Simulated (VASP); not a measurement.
Write the native input for VASP 6.6.1 that does the following.

* Task: single point
* Functional: PBE
* Potentials or basis: VASP PAW PBE potentials, release 64 (Zn, C, Au, N)
* Cutoff: 520 eV
* k mesh: 4 × 4 × 4
* Occupations: gaussian, width 0.1 eV
* Spin: collinear spin
* Starting moments: [0.0, 0.0, 0.0, 0.0, 0.0, 1.0, 0.0, 0.0, 0.0, 0.0] μB
* Dipole correction: no
* Further INCAR settings: ALGO = Normal; EDIFF = 1e-07; NBANDS = 44

The structure of ZnAuC4N4 lies in POSCAR:

```
ZnAuC4N4
1.0
    5.8826218900      0.0000000000      0.0000000000
    0.0000000000      5.8826218900      0.0000000000
    0.0000000000      0.0000000000      5.8826218900
Zn C Au N
1 4 1 4
Direct
    0.5000000000      0.5000000000      0.5000000000
    0.1881440800      0.1881440800      0.1881440800
    0.1881440800      0.8118559200      0.8118559200
    0.8118559200      0.1881440800      0.8118559200
    0.8118559200      0.8118559200      0.1881440800
    0.0000000000      0.0000000000      0.0000000000
    0.3029738000      0.3029738000      0.3029738000
    0.3029738000      0.6970262000      0.6970262000
    0.6970262000      0.3029738000      0.6970262000
    0.6970262000      0.6970262000      0.3029738000
```

These files were run (other wordings do the same):

INCAR

```
PREC = Accurate
ENCUT = 520
EDIFF = 1E-7
ISMEAR = 0
SIGMA = 0.1
LREAL = False
LASPH = True
NELM = 150
ALGO = Normal
ISIF = 2
LWAVE = False
LCHARG = False
ISPIN = 2
MAGMOM = 0 0 0 0 0 1 0 0 0 0
LORBIT = 11
LMAXMIX = 4
GGA = PE
NBANDS = 44
```

KPOINTS

```
Automatic mesh
0
Gamma
  4 4 4
```

Potentials or basis: VASP PAW PBE potentials, release 64 (Zn, C, Au, N).

The run is started by

```sh
$ cat potpaw_PBE.64/Zn/POTCAR potpaw_PBE.64/C/POTCAR potpaw_PBE.64/Au/POTCAR potpaw_PBE.64/N/POTCAR > POTCAR
$ mpirun -np 1 vasp_std > vasp.out
```

Results of the run:

```
Pressure                                              : 5.5 GPa
Largest force                                         : 2.561 eV/Å
Net moment                                            : 0.96 μB per cell
Site moments                                          : Zn +0.01; C +0.04; Au +0.35; N +0.05 μB
Valence electrons inside the program's atomic spheres : Zn 10.75; C 2.60; Au 10.30; N 3.89
```

Caveat: the cell stands under pressure; a moment this small can come from the mesh or the smearing; forces of over 1 eV/Å act on the atoms, so gaps and moduli don't describe the material at rest.

Run time: 6.1 min on 1 thread of Intel(R) Xeon(R) 6975P-C (Granite Rapids), on a shared host, peak memory 0.48 GiB.
